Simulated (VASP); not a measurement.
Runs of VASP 6.6.1 on Be. The structure is that of space group Im-3m (No. 229), or close to it. The cells are those of the table. This isn't the form of Be at room conditions, which is hcp.

```tsv
task	level	potentials or basis	cell	k mesh	cutoff (eV)	smearing	dipole correction	tolerance level	purpose	passes	route	gap on the mesh (eV)	pressure (GPa)
single point	PBE	VASP PAW PBE potentials, release 64 (Be)	a = 2.141 Å, angles 109.5°, 1 atom	15 × 15 × 15	520	fermi-dirac 0.05 eV	no	-	-	-	-	none	4.6
single point	LDA	VASP PAW LDA potentials, release 64 (Be)	a = 2.134 Å, angles 109.5°, 1 atom	15 × 15 × 15	520	gaussian 0.1 eV	no	-	-	-	-	none	(a)
single point	r2SCAN+D3(BJ)	VASP PAW PBE potentials, release 64 (Be)	a = 2.170 Å, angles 109.5°, 1 atom	15 × 15 × 15	660	tetrahedron	no	-	-	-	-	none	-4.1
relaxation of cell and atoms	RPBE	VASP PAW PBE potentials, release 64 (Be)	relaxed from a = 2.213 Å, angles 109.5°, 1 atom	20 × 20 × 20	650	methfessel-paxton of order 2 0.05 eV	-	tight	cell	3	-	none	0.0
band structure	PBE	VASP PAW PBE potentials, release 64 (Be)	a = 2.170 Å, angles 109.5°, 1 atom	29 × 29 × 29	500	methfessel-paxton 0.05 eV	-	standard	bands	-	KPOINTS_OPT	-	-0.7
```

Alike in all rows: no spin polarisation.

**Question.** Fill in the values left out.

**Answer.** (a) 0.1.

Caveats: the PAW data sets were made with another functional, which shifts forces and pressure a little (at least some runs); the cell stands under pressure (at least some runs); three body term missing (at least some runs); the cell stands under tension (at least some runs); tetrahedron occupations give inexact forces and stress in metals (at least some runs).

A gap of «none» marks levels without a gap at the run's occupations.
